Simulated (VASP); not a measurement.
As:

```
CELL_PARAMETERS angstrom
3.02226 0.00000 0.00000
0.00000 3.02226 0.00000
0.00000 0.00000 3.02226
ATOMIC_POSITIONS crystal
As 0.00000 0.00000 0.00000
```

This cell differs from its parent crystal: Sb replaced by As, lengths x 0.914, strained.

Base run:

| Property | Result |
| --- | --- |
| Program | VASP 6.6.1 |
| Functional | PBEsol |
| Potentials or basis | VASP PAW PBE potentials, release 64 (As) |
| Cutoff | 500 eV |
| k mesh | 14 × 14 × 14 |
| Occupations | gaussian, width 0.1 eV |
| Spin | no spin polarisation |

Its results: pressure -14.5 GPa.

Task: The run is repeated on the same cell with these changes: functional from PBEsol to revPBE; occupations from gaussian, width 0.1 eV to methfessel-paxton, width 0.1 eV. What comes out?

Result: Pressure -11.5 GPa.

Caveats: the PAW data sets were made with another functional, which shifts forces and pressure a little.
